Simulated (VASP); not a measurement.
Ca3AsP: single point with PBE

The system is Ca3AsP.

```
Ca P As
1.0
     5.33390    0.00000    0.00000
     0.00000    5.33390    0.00000
     0.00000    0.00000    5.33390
Ca P As
3 1 1
Direct
  0.00000 0.50000 0.50000
  0.50000 0.00000 0.50000
  0.50000 0.50000 0.00000
  0.50000 0.50000 0.50000
  0.00000 0.00000 0.00000
```

* Program: VASP 6.6.1
* Task: single point
* Functional: PBE
* Potentials or basis: VASP PAW PBE potentials, release 64 (Ca_sv, P, As)
* Cutoff: 500 eV
* k mesh: 4 × 4 × 4
* Occupations: gaussian, width 0.1 eV
* Spin: no spin polarisation

* Pressure: 0.0 GPa
* Band gap on the k mesh: 0.18 eV

Levels at points of the mesh, in eV from the valence-band top:
```
           k point  band 17  band 18  band 19  band 20  band 21  band 22  band 23  band 24
(0.00, 0.00, 0.00)    -1.72     0.00     0.00     0.00     0.18     0.89     0.89     1.09
(0.50, 0.00, 0.00)    -1.69    -1.69    -0.81    -0.81     1.37     1.49     1.78     2.63
(0.50, 0.50, 0.00)    -1.88    -1.13    -1.13    -0.77     1.89     1.89     1.92     2.14
(0.50, 0.50, 0.50)    -3.18    -1.39    -1.39    -1.39     2.18     2.18     2.18     2.46
```

It took 75 s on 1 thread of Intel Xeon 8259CL (shared host), peak memory 0.25 GiB.
